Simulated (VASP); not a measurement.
# CdS (Greenockite) (P6_3mc) in VASP: a series of runs, part 2 of 2

VASP 6.6.1. Earlier steps stand in the parts before.

## (3) Single point, r2SCAN (strain -2.2%)

Input file POSCAR:

```
CdS
1.0
    4.0738324942      0.0000000000      0.0000000000
   -2.0369162471      3.5280424308      0.0000000000
    0.0000000000      0.0000000000      6.6184771483
Cd S
2 2
Direct
    0.3333333333      0.6666666667     -0.0009650885
    0.6666666667      0.3333333333      0.4990349115
    0.3333333333      0.6666666667      0.3759650885
    0.6666666667      0.3333333333      0.8759650885
```

Input file INCAR.step1:

```
SYSTEM = CdS
PREC     = Accurate       ! precision mode
ENCUT    = 520            ! plane-wave cutoff, eV
ISMEAR   = 0              ! smearing method
SIGMA    = 0.01           ! smearing width, eV
LREAL    = .FALSE.        ! projectors in reciprocal space
LASPH    = .TRUE.         ! aspherical terms in the spheres
NELM     = 60             ! most SCF steps
NBANDS   = 26             ! bands
GGA      = PE             ! functional
ALGO     = Normal         ! electronic algorithm
EDIFF    = 1E-4           ! SCF threshold, eV
LWAVE    = .TRUE.         ! write WAVECAR
LCHARG   = .FALSE.        ! write CHGCAR
```

Input file INCAR.step2:

```
SYSTEM = CdS
PREC     = Accurate       ! precision mode
ENCUT    = 520            ! plane-wave cutoff, eV
EDIFF    = 1E-6           ! SCF threshold, eV
ISMEAR   = 0              ! smearing method
SIGMA    = 0.01           ! smearing width, eV
LREAL    = .FALSE.        ! projectors in reciprocal space
LASPH    = .TRUE.         ! aspherical terms in the spheres
NELM     = 60             ! most SCF steps
ALGO     = Normal         ! electronic algorithm
ISIF     = 2              ! what is computed and relaxed
LWAVE    = .FALSE.        ! write WAVECAR
LCHARG   = .FALSE.        ! write CHGCAR
METAGGA  = R2SCAN         ! meta-GGA
LMIXTAU  = .TRUE.       
NBANDS   = 26             ! bands
ISTART   = 1
```

Input file KPOINTS:

```
regular mesh
0
G
  12 12 4
  0 0 0
```

Potentials or basis: VASP PAW PBE potentials, release 64 (Cd, S).

Run with:

```sh
$ cat potpaw_PBE.64/Cd/POTCAR potpaw_PBE.64/S/POTCAR > POTCAR
$ cp INCAR.step1 INCAR
$ mpirun -np 1 vasp_std > vasp.out
$ cp INCAR.step2 INCAR
$ mpirun -np 1 vasp_std > vasp.out
```

OUTCAR:

```text
SYSTEM = CdS
   PREC = Accurate
   ENCUT = 520
   EDIFF = 1E-6
   ISMEAR = 0
   LREAL = .FALSE.
   LASPH = .TRUE.
   NELM = 60
   ISIF = 2
   METAGGA = R2SCAN
   ISTART = 1

 ion  position               nearest neighbor table
   1  0.333  0.667  0.999-   4 2.49   4 2.49   4 2.49   3 2.49
   2  0.667  0.333  0.499-   3 2.49   3 2.49   3 2.49   4 2.49
   3  0.333  0.667  0.376-   2 2.49   2 2.49   2 2.49   1 2.49
   4  0.667  0.333  0.876-   1 2.49   1 2.49   1 2.49   2 2.49

  LATTYP: Found a hexagonal cell.
 ALAT       =     4.0738324942
 C/A-ratio  =     1.6246316356

  Lattice vectors:

 A1 = (   4.0738324942,   0.0000000000,   0.0000000000)
 A2 = (  -2.0369162471,   3.5280424308,   0.0000000000)
 A3 = (   0.0000000000,   0.0000000000,   6.6184771483)

Analysis of symmetry for initial positions (statically):
=====================================================================
 Subroutine PRICEL returns:
 Original cell was already a primitive cell.

 Routine SETGRP: Setting up the symmetry group for a
 hexagonal supercell.

 Subroutine GETGRP returns: Found 12 space group operations
 (whereof  6 operations were pure point group operations)
 out of a pool of 24 trial point group operations.

The static configuration has the point symmetry C_3v.
 The point group associated with its full space group is C_6v.

Analysis of symmetry for dynamics (positions and initial velocities):
=====================================================================
 Subroutine PRICEL returns:
 Original cell was already a primitive cell.

 Routine SETGRP: Setting up the symmetry group for a
 hexagonal supercell.

 Subroutine GETGRP returns: Found 12 space group operations
 (whereof  6 operations were pure point group operations)
 out of a pool of 24 trial point group operations.

The dynamic configuration has the point symmetry C_3v.
 The point group associated with its full space group is C_6v.

 Subroutine INISYM returns: Found 12 space group operations
 (whereof  6 operations are pure point group operations),
 and found     1 'primitive' translations

----------------------------------------------------------------------------------------

                                     Primitive cell

  volume of cell :      95.1251

  direct lattice vectors                    reciprocal lattice vectors
     4.073832494  0.000000000  0.000000000     0.245469101  0.141721652  0.000000000
    -2.036916247  3.528042431  0.000000000     0.000000000  0.283443303  0.000000000
     0.000000000  0.000000000  6.618477148     0.000000000  0.000000000  0.151092159

  length of vectors
     4.073832494  4.073832494  6.618477148     0.283443303  0.283443303  0.151092159

  position of ions in fractional coordinates (direct lattice)
     0.333333333  0.666666667  0.999034911
     0.666666667  0.333333333  0.499034911
     0.333333333  0.666666667  0.375965089
     0.666666667  0.333333333  0.875965089

  ion indices of the primitive-cell ions
   primitive index   ion index
                 1           1
                 2           2
                 3           3
                 4           4

----------------------------------------------------------------------------------------

 KPOINTS: regular mesh

Automatic generation of k-mesh.
 Grid dimensions read from file:
 generate k-points for:   12   12    4

 Generating k-lattice:

  Cartesian coordinates                     Fractional coordinates (reciprocal lattice)
     0.020455758  0.011810138  0.000000000     0.083333333  0.000000000  0.000000000
     0.000000000  0.023620275  0.000000000     0.000000000  0.083333333  0.000000000
     0.000000000  0.000000000  0.037773040     0.000000000  0.000000000  0.250000000

  Length of vectors
     0.023620275  0.023620275  0.037773040

  Shift w.r.t. Gamma in fractional coordinates (k-lattice)
     0.000000000  0.000000000  0.000000000

 Subroutine IBZKPT returns following result:
 ===========================================

 Found     57 irreducible k-points:

 Following reciprocal coordinates:
            Coordinates               Weight
  0.000000  0.000000  0.000000      1.000000
  0.083333 -0.000000  0.000000      6.000000
  0.166667 -0.000000  0.000000      6.000000
  0.250000 -0.000000  0.000000      6.000000
  0.333333 -0.000000  0.000000      6.000000
  0.416667  0.000000  0.000000      6.000000
[... 16 lines left out ...]
  0.250000 -0.000000  0.250000     12.000000
  0.333333 -0.000000  0.250000     12.000000
 [... further k-points ...]
   k-points           NKPTS =     57   k-points in BZ     NKDIM =     57   number of bands    NBANDS=     26
   number of dos      NEDOS =    301   number of ions     NIONS =      4
   total plane-waves  NPLWV =  45000
   dimension x,y,z NGX =    30 NGY =   30 NGZ =   50
   dimension x,y,z NGXF=    60 NGYF=   60 NGZF=  100
   ions per type =               2   2
   NGX,Y,Z   is equivalent  to a cutoff of  12.24, 12.24, 12.56 a.u.
   NGXF,Y,Z  is equivalent  to a cutoff of  24.48, 24.48, 25.12 a.u.
 SYSTEM =  CdS
   PREC   = accura    normal or accurate (medium, high low for compatibility)
   ISTART =      1    job   : 0-new  1-cont  2-samecut
   ICHARG =      0    charge: 1-file 2-atom 10-const
   ISPIN  =      1    spin polarized calculation?
   LNONCOLLINEAR =      F non collinear calculations
   LSORBIT =      F    spin-orbit coupling
   LASPH  =      T    aspherical Exc in radial PAW
   ENCUT  =  520.0 eV  38.22 Ry    6.18 a.u.   7.57  7.57 12.31*2*pi/ulx,y,z
   NELM   =     60;   NELMIN=  2; NELMDL=  0     # of ELM steps
   EDIFF  = 0.1E-05   stopping-criterion for ELM
   LREAL  =      F    real-space projection
   EDIFFG = 0.1E-04   stopping-criterion for IOM
   NSW    =      0    number of steps for IOM
   IBRION =     -1    ionic relax: 0-MD 1-quasi-New 2-CG
   NFREE  =      0    steps in history (QN), initial steepest desc. (CG)
   ISIF   =      2    stress and relaxation
   ISYM   =      2    0-nonsym 1-usesym 2-fastsym
   POTIM  = 0.5000    time-step for ionic-motion
   TEBEG  =    0.0;   TEEND  =   0.0 temperature during run
   PSTRESS=    0.0 pullay stress
   NELECT =      36.0000    total number of electrons
   NUPDOWN=      -1.0000    fix difference up-down
   EMIN   =  10.00;   EMAX   =-10.00  energy-range for DOS
   EFERMI =   0.00;   METHOD = LEGACY
   ISMEAR =     0;   SIGMA  =   0.01  broadening in eV -4-tet -1-fermi 0-gaus
   EFERMI_NEDOS =   21; number of points for ismear=-14 and -15
   IALGO  =     38    algorithm
   IMIX   =      4    mixing-type and parameters
     AMIX     =   0.40;   BMIX     =  1.00
     AMIX_MAG =   1.60;   BMIX_MAG =  1.00
  volume/ion in A,a.u.               =      23.78       160.48
  Fermi-wavevector in a.u.,A,eV,Ry     =   1.184161  2.237739 19.078587  1.402237
  Thomas-Fermi vector in A             =   2.320381
   LORBIT       =      0    0 simple, 1 ext, 2 COOP (PROOUT), +10 PAW based schemes
   METAGGA = R2SCAN    functional components
   LHFCALC =     F    Hartree Fock is set to
   AEXX    =    0.0000 exact exchange contribution
   IVDW    =     0    specifies the selected vdW correction
   LEPSILON=     F    determine dielectric tensor
   LRPA    =     F    only Hartree local field effects (RPA)
 non-spin polarized calculation
 Gauss-broadening in eV      SIGMA  =   0.01
  energy-cutoff  :      520.00
  volume of cell :       95.13
 maximum number of plane-waves:      2587
   NGX = 15   NGY = 15   NGZ = 25

 number of electron      36.0000024 magnetization

 Free energy of the ion-electron system (eV)
  ---------------------------------------------------
  ext. energy  EPLUGINS =         0.00000000
  ---------------------------------------------------
  free energy    TOTEN  =       -59.27959012 eV

  energy without entropy =      -59.27959012  energy(sigma->0) =      -59.27959012

 E-fermi :   1.4775     XC(G=0):  -9.9392

 val. band max:        1.4230856085   @ k =   0.0000   0.0000   0.0000
 cond. band min:       3.2131687361   @ k =   0.0000   0.0000   0.0000
 fundamental gap:      1.7900831276
 Fermi energy:         1.4775263988

 k-point     1 :       0.0000    0.0000    0.0000
  band No.  band energies     occupation
      1     -11.7353      2.00000
      2     -11.2573      2.00000
      3      -6.6852      2.00000
      4      -6.6798      2.00000
      5      -6.6797      2.00000
      6      -6.5770      2.00000
[... 18 lines left out ...]
     25       9.5874      0.00000
     26       9.7672      0.00000
[... 644 lines left out ...]
      4      -6.5381      2.00000
      5      -6.4574      2.00000
      6      -6.4085      2.00000
[... 18 lines left out ...]
     25       9.9452      0.00000
     26      11.2415      0.00000

 [... further k-points ...]
[... 5 lines left out ...]
  --------------------------------------------------------------------------------------
  -------------------------------------------------------------------------------------
  Total        2.9741655      2.9741655      2.9940498      0.0000000      0.0000000      0.0000000
  in kB       50.0934192     50.0934192     50.4283272      0.0000000      0.0000000      0.0000000
  external PRESSURE =      50.2050552 kB  Pullay stress =       0.0000000 kB

 VOLUME and BASIS-vectors are now :
 -----------------------------------------------------------------------------
  energy-cutoff  :      520.00
  volume of cell :       95.13
      direct lattice vectors                 reciprocal lattice vectors
     4.073832494  0.000000000  0.000000000     0.245469101  0.141721652  0.000000000
    -2.036916247  3.528042431  0.000000000     0.000000000  0.283443303  0.000000000
     0.000000000  0.000000000  6.618477148     0.000000000  0.000000000  0.151092159

 POSITION                                       TOTAL-FORCE (eV/Angst)
 -----------------------------------------------------------------------------------
     -0.00000      2.35203      6.61209        -0.000000      0.000000      0.004116
      2.03692      1.17601      3.30285         0.000000     -0.000000      0.004116
     -0.00000      2.35203      2.48832        -0.000000      0.000000     -0.004116
      2.03692      1.17601      5.79755        -0.000000     -0.000000     -0.004116
 -----------------------------------------------------------------------------------
    total drift:                                0.000000      0.000000     -0.000184

  FREE ENERGIE OF THE ION-ELECTRON SYSTEM (eV)
  ---------------------------------------------------
  free  energy   TOTEN  =       -59.2795901235 eV

  energy  without entropy=      -59.2795901235  energy(sigma->0) =      -59.27959012
```

It took 8.4 min on 1 thread of Intel Xeon Platinum 8259CL at 2.50GHz (Skylake/Cascade Lake), shared host; peak memory 0.28 GiB.

What came out:

```yaml
Free_energy: -59.2796 eV
Pressure: 5.0 GPa
Largest_force: 0.004 eV/Å
Band_gap_on_the_k_mesh: 1.79 eV, direct
```

Forces on the atoms (eV/Å):
```
Cd   0.000  0.000  0.004
Cd   0.000  0.000  0.004
S    0.000  0.000 -0.004
S    0.000  0.000 -0.004
```

Caveat: the cell differs from its parent crystal (strain -2.2%); the PAW data sets were made with another functional, which shifts forces and pressure a little. A k mesh can miss the band edges.
